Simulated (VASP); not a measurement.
# Mo in VASP: single point with PBE

Aim: the single point of Mo with PBE.

All numbers are computed with VASP 6.6.1; they aren't measurements. Logs are shortened: lines on timing, memory, paths and dates and some standing lists are left out, and cuts for length are marked.

## (1) The cell of the first run

The cell holds a slab with vacuum, 8 atoms: a = 3.004 Å, b = 4.248 Å, c = 28.062 Å, α = 90.00°, β = 90.00°, γ = 90.00°.

## (2) Single point, PBE

INCAR

```
ALGO = Normal
DIPOL = 0.5 0.5 0.646
EDIFF = 1E-6
ENCUT = 400
GGA = PE
GGA_COMPAT = False
IDIPOL = 3
ISIF = 2
ISMEAR = 1
LASPH = True
LCHARG = False
LDIPOL = True
LREAL = False
LWAVE = False
NBANDS = 66
NELM = 120
NELMDL = -8
PREC = Accurate
SIGMA = 0.1
```

KPOINTS

```
k-points
0
Gamma
  12 8 1
```

POSCAR

```
Mo
1.0
    3.0037825168      0.0000000000      0.0000000000
    0.0000000000      4.2479899936      0.0000000000
    0.0000000000      0.0000000000     28.0620453701
Mo
8
Direct
    0.0000000000      0.0000000000      0.5233905496
    0.5000000000      0.5000000000      0.5200279889
    0.5000000000      1.0000000000      0.6035330673
    0.0000000000      0.5000000000      0.6057997816
    0.0000000000      1.0000000000      0.6888034221
    0.5000000000      0.5000000000      0.6873466862
    0.5000000000      0.0000000000      0.7679593495
    0.0000000000      0.5000000000      0.7706353805
```

Potentials or basis: VASP PAW PBE potentials, release 64 (Mo_sv).

On the command line:

```sh
cat potpaw_PBE.64/Mo_sv/POTCAR > POTCAR
mpirun -np 1 vasp_std > vasp.out
```

OUTCAR:

```text
EDIFF = 1E-6
   ENCUT = 400
   GGA = PE
   ISIF = 2
   ISMEAR = 1
   LASPH = True
   LREAL = False
   NELM = 120
   NELMDL = -8
   PREC = Accurate

 ion  position               nearest neighbor table
   1  0.000  0.000  0.523-   2 2.60   2 2.60   2 2.60   2 2.60   3 2.70   3 2.70   4 3.14   4 3.14

   2  0.500  0.500  0.520-   1 2.60   1 2.60   1 2.60   1 2.60   4 2.84   4 2.84   3 3.16   3 3.16

   3  0.500  0.000  0.604-   4 2.60   4 2.60   4 2.60   4 2.60   1 2.70   1 2.70   5 2.83   5 2.83
                             2 3.16   2 3.16   6 3.17   6 3.17
   4  0.000  0.500  0.606-   3 2.60   3 2.60   3 2.60   3 2.60   6 2.74   6 2.74   2 2.84   2 2.84
                             1 3.14   1 3.14   5 3.15   5 3.15
   5  0.000  0.000  0.689-   6 2.60   6 2.60   6 2.60   6 2.60   7 2.68   7 2.68   3 2.83   3 2.83
                             8 3.13   8 3.13   4 3.15   4 3.15
   6  0.500  0.500  0.687-   5 2.60   5 2.60   5 2.60   5 2.60   4 2.74   4 2.74   8 2.78   8 2.78
                             7 3.10   7 3.10   3 3.17   3 3.17
   7  0.500  0.000  0.768-   8 2.60   8 2.60   8 2.60   8 2.60   5 2.68   5 2.68   6 3.10   6 3.10

   8  0.000  0.500  0.771-   7 2.60   7 2.60   7 2.60   7 2.60   6 2.78   6 2.78   5 3.13   5 3.13

  LATTYP: Found a simple orthorhombic cell.
 ALAT       =     3.0037825168
 B/A-ratio  =     1.4142135690
 C/A-ratio  =     9.3422360684

  Lattice vectors:

 A1 = (   3.0037825168,   0.0000000000,   0.0000000000)
 A2 = (   0.0000000000,   4.2479899936,   0.0000000000)
 A3 = (   0.0000000000,   0.0000000000,  28.0620453701)

Analysis of symmetry for initial positions (statically):
=====================================================================
 Subroutine PRICEL returns:
 Original cell was already a primitive cell.

 Routine SETGRP: Setting up the symmetry group for a
 simple orthorhombic supercell.

 Subroutine GETGRP returns: Found  4 space group operations
 (whereof  4 operations were pure point group operations)
 out of a pool of  8 trial point group operations.

The static configuration has the point symmetry C_2v.

Analysis of symmetry for dynamics (positions and initial velocities):
=====================================================================
 Subroutine PRICEL returns:
 Original cell was already a primitive cell.

 Routine SETGRP: Setting up the symmetry group for a
 simple orthorhombic supercell.

 Subroutine GETGRP returns: Found  4 space group operations
 (whereof  4 operations were pure point group operations)
 out of a pool of  8 trial point group operations.

The dynamic configuration has the point symmetry C_2v.

 Subroutine INISYM returns: Found  4 space group operations
 (whereof  4 operations are pure point group operations),
 and found     1 'primitive' translations

----------------------------------------------------------------------------------------

                                     Primitive cell

  volume of cell :     358.0728

  direct lattice vectors                    reciprocal lattice vectors
     3.003782517  0.000000000  0.000000000     0.332913583  0.000000000  0.000000000
     0.000000000  4.247989994  0.000000000     0.000000000  0.235405451  0.000000000
     0.000000000  0.000000000 28.062045370     0.000000000  0.000000000  0.035635321

  length of vectors
     3.003782517  4.247989994 28.062045370     0.332913583  0.235405451  0.035635321

  position of ions in fractional coordinates (direct lattice)
     0.000000000  0.000000000  0.523390550
     0.500000000  0.500000000  0.520027989
     0.500000000  0.000000000  0.603533067
     0.000000000  0.500000000  0.605799782
     0.000000000  0.000000000  0.688803422
     0.500000000  0.500000000  0.687346686
     0.500000000  0.000000000  0.767959350
     0.000000000  0.500000000  0.770635381

  ion indices of the primitive-cell ions
   primitive index   ion index
                 1           1
                 2           2
                 3           3
                 4           4
                 5           5
                 6           6
                 7           7
                 8           8

----------------------------------------------------------------------------------------

 KPOINTS: k-points

Automatic generation of k-mesh.
 Grid dimensions read from file:
 generate k-points for:   12    8    1

 Generating k-lattice:

  Cartesian coordinates                     Fractional coordinates (reciprocal lattice)
     0.027742799  0.000000000  0.000000000     0.083333333  0.000000000  0.000000000
     0.000000000  0.029425681  0.000000000     0.000000000  0.125000000  0.000000000
     0.000000000  0.000000000  0.035635321     0.000000000  0.000000000  1.000000000

  Length of vectors
     0.027742799  0.029425681  0.035635321

  Shift w.r.t. Gamma in fractional coordinates (k-lattice)
     0.000000000  0.000000000  0.000000000

 Subroutine IBZKPT returns following result:
 ===========================================

 Found     35 irreducible k-points:

 Following reciprocal coordinates:
            Coordinates               Weight
  0.000000  0.000000  0.000000      1.000000
  0.083333  0.000000  0.000000      2.000000
  0.166667  0.000000  0.000000      2.000000
  0.250000  0.000000  0.000000      2.000000
  0.333333  0.000000  0.000000      2.000000
  0.416667  0.000000  0.000000      2.000000
[... 16 lines left out ...]
  0.083333  0.375000  0.000000      4.000000
  0.166667  0.375000  0.000000      4.000000
 [... further k-points ...]
   k-points           NKPTS =     35   k-points in BZ     NKDIM =     35   number of bands    NBANDS=     66
   number of dos      NEDOS =    301   number of ions     NIONS =      8
   total plane-waves  NPLWV = 107520
   dimension x,y,z NGX =    20 NGY =   28 NGZ =  192
   dimension x,y,z NGXF=    40 NGYF=   56 NGZF=  384
   ions per type =               8
   NGX,Y,Z   is equivalent  to a cutoff of  11.07, 10.96, 11.37 a.u.
   NGXF,Y,Z  is equivalent  to a cutoff of  22.14, 21.92, 22.75 a.u.
 SYSTEM =  unknown system
   PREC   = accura    normal or accurate (medium, high low for compatibility)
   ISTART =      0    job   : 0-new  1-cont  2-samecut
   ICHARG =      2    charge: 1-file 2-atom 10-const
   ISPIN  =      1    spin polarized calculation?
   LNONCOLLINEAR =      F non collinear calculations
   LSORBIT =      F    spin-orbit coupling
   LASPH  =      T    aspherical Exc in radial PAW
   ENCUT  =  400.0 eV  29.40 Ry    5.42 a.u.   4.90  6.93 45.76*2*pi/ulx,y,z
   NELM   =    120;   NELMIN=  2; NELMDL= -8     # of ELM steps
   EDIFF  = 0.1E-05   stopping-criterion for ELM
   LREAL  =      F    real-space projection
   EDIFFG = 0.1E-04   stopping-criterion for IOM
   NSW    =      0    number of steps for IOM
   IBRION =     -1    ionic relax: 0-MD 1-quasi-New 2-CG
   NFREE  =      0    steps in history (QN), initial steepest desc. (CG)
   ISIF   =      2    stress and relaxation
   ISYM   =      2    0-nonsym 1-usesym 2-fastsym
   POTIM  = 0.5000    time-step for ionic-motion
   TEBEG  =    0.0;   TEEND  =   0.0 temperature during run
   PSTRESS=    0.0 pullay stress
   NELECT =     112.0000    total number of electrons
   NUPDOWN=      -1.0000    fix difference up-down
   EMIN   =  10.00;   EMAX   =-10.00  energy-range for DOS
   EFERMI =   0.00;   METHOD = LEGACY
   ISMEAR =     1;   SIGMA  =   0.10  broadening in eV -4-tet -1-fermi 0-gaus
   EFERMI_NEDOS =   21; number of points for ismear=-14 and -15
   IALGO  =     38    algorithm
   IMIX   =      4    mixing-type and parameters
     AMIX     =   0.40;   BMIX     =  1.00
     AMIX_MAG =   1.60;   BMIX_MAG =  1.00
  volume/ion in A,a.u.               =      44.76       302.05
  Fermi-wavevector in a.u.,A,eV,Ry     =   1.111281  2.100016 16.802442  1.234945
  Thomas-Fermi vector in A             =   2.247842
   LORBIT       =      0    0 simple, 1 ext, 2 COOP (PROOUT), +10 PAW based schemes
   GGA     = PE    functional components
   LHFCALC =     F    Hartree Fock is set to
   AEXX    =    0.0000 exact exchange contribution
   IVDW    =     0    specifies the selected vdW correction
   LEPSILON=     F    determine dielectric tensor
   LRPA    =     F    only Hartree local field effects (RPA)
 non-spin polarized calculation
 Methfessel and Paxton  Order N= 1 SIGMA  =   0.10
  energy-cutoff  :      400.00
  volume of cell :      358.07
 maximum number of plane-waves:      6608
 NGX is ok and might be reduce to    20
   NGX =  9   NGY = 13   NGZ = 91

 dipolmoment           0.000000      0.000000      0.000893 electrons x Angstroem

 number of electron     112.0000043 magnetization

 dipolmoment           0.000000      0.000000     -0.003533 electrons x Angstroem

 Free energy of the ion-electron system (eV)
  ---------------------------------------------------
  ext. energy  EPLUGINS =         0.00000000
  ---------------------------------------------------
  free energy    TOTEN  =       -82.05382038 eV

  energy without entropy =      -82.05671154  energy(sigma->0) =      -82.05478410

 E-fermi :   1.3307     XC(G=0):  -5.3260

 val. band max:        1.3252372245   @ k =   0.0000   0.5000   0.0000
 cond. band min:       1.3394400142   @ k =   0.0000   0.3750   0.0000
 fundamental gap:      0.0142027896
 Fermi energy:         1.3307300953

 k-point     1 :       0.0000    0.0000    0.0000
  band No.  band energies     occupation
      1     -60.0496      2.00000
      2     -59.9456      2.00000
      3     -59.7521      2.00000
      4     -59.7298      2.00000
      5     -59.6380      2.00000
      6     -59.5668      2.00000
[... 58 lines left out ...]
     65       3.1866     -0.00000
     66       3.4367      0.00000

 k-point     2 :       0.0833    0.0000    0.0000
  band No.  band energies     occupation
      1     -60.0386      2.00000
      2     -59.9370      2.00000
      3     -59.7444      2.00000
      4     -59.7223      2.00000
      5     -59.6399      2.00000
      6     -59.5717      2.00000
[... 1576 lines left out ...]
     65       2.6492     -0.00000
     66       2.7003     -0.00000

 [... further k-points ...]

------------------------ aborting loop because EDIFF is reached ----------------------------------------

 vacuum level on the upper side and lower side of the slab       (xc-potential included)        -0.175        -0.123

  FORCE on cell =-STRESS in cart. coord.  units (eV):
  Direction    XX          YY          ZZ          XY          YZ          ZX
  --------------------------------------------------------------------------------------
  -------------------------------------------------------------------------------------
  Total       13.9416635     10.8883203     -2.2713431      0.0000000      0.0000000      0.0000000
  in kB       62.3812233     48.7192035    -10.1630024      0.0000000      0.0000000      0.0000000
  external PRESSURE =      33.6458082 kB  Pullay stress =       0.0000000 kB

 VOLUME and BASIS-vectors are now :
 -----------------------------------------------------------------------------
  energy-cutoff  :      400.00
  volume of cell :      358.07
      direct lattice vectors                 reciprocal lattice vectors
     3.003782517  0.000000000  0.000000000     0.332913583  0.000000000  0.000000000
     0.000000000  4.247989994  0.000000000     0.000000000  0.235405451  0.000000000
     0.000000000  0.000000000 28.062045370     0.000000000  0.000000000  0.035635321

 POSITION                                       TOTAL-FORCE (eV/Angst)
 -----------------------------------------------------------------------------------
      0.00000      0.00000     14.68741         0.000000      0.000000      0.152021
      1.50189      2.12399     14.59305         0.000000      0.000000      0.477136
      1.50189      0.00000     16.93637         0.000000      0.000000     -0.058533
      0.00000      2.12399     16.99998         0.000000      0.000000     -0.653426
      0.00000      0.00000     19.32923         0.000000      0.000000     -0.078383
      1.50189      2.12399     19.28835         0.000000      0.000000      0.216276
      1.50189      0.00000     21.55051         0.000000      0.000000      0.061948
      0.00000      2.12399     21.62561         0.000000      0.000000     -0.117040
 -----------------------------------------------------------------------------------
    total drift:                                0.000000      0.000000     -0.002704

  FREE ENERGIE OF THE ION-ELECTRON SYSTEM (eV)
  ---------------------------------------------------
  free  energy   TOTEN  =       -82.0538203752 eV

  energy  without entropy=      -82.0567115435  energy(sigma->0) =      -82.05478410

 vacuum level on the upper side and lower side of the slab         5.956         6.009
```

It took 33 min on 1 thread of Intel Xeon 8259CL, shared host; peak memory 0.56 GiB.

Results:

* Free energy: -82.0538 eV
* Largest force: 0.653 eV/Å
* Band gap on the k mesh: zero (bands 56 and 57 overlap by 2.02 eV)

Forces on the atoms (eV/Å):
```
Mo   0.000  0.000  0.152
Mo   0.000  0.000  0.477
Mo   0.000  0.000 -0.059
Mo   0.000  0.000 -0.653
Mo   0.000  0.000 -0.078
Mo   0.000  0.000  0.216
Mo   0.000  0.000  0.062
Mo   0.000  0.000 -0.117
```

Levels at points of the mesh, in eV from the Fermi level:
| k point | band 53 | band 54 | band 55 | band 56 | band 57 | band 58 | band 59 | band 60 |
| --- | --- | --- | --- | --- | --- | --- | --- | --- |
| (0.00, 0.00, 0.00) | -0.20 | -0.19 | 0.06 | 0.41 | 0.48 | 0.75 | 0.81 | 1.00 |
| (0.50, 0.00, 0.00) | -1.37 | -1.33 | -1.21 | -1.16 | -0.81 | -0.75 | 0.01 | 0.06 |
| (0.00, 0.50, 0.00) | -0.66 | -0.65 | -0.63 | -0.50 | -0.48 | -0.46 | -0.25 | -0.11 |
| (0.50, 0.50, 0.00) | 1.18 | 1.18 | 1.19 | 1.20 | 1.88 | 1.90 | 1.90 | 1.91 |
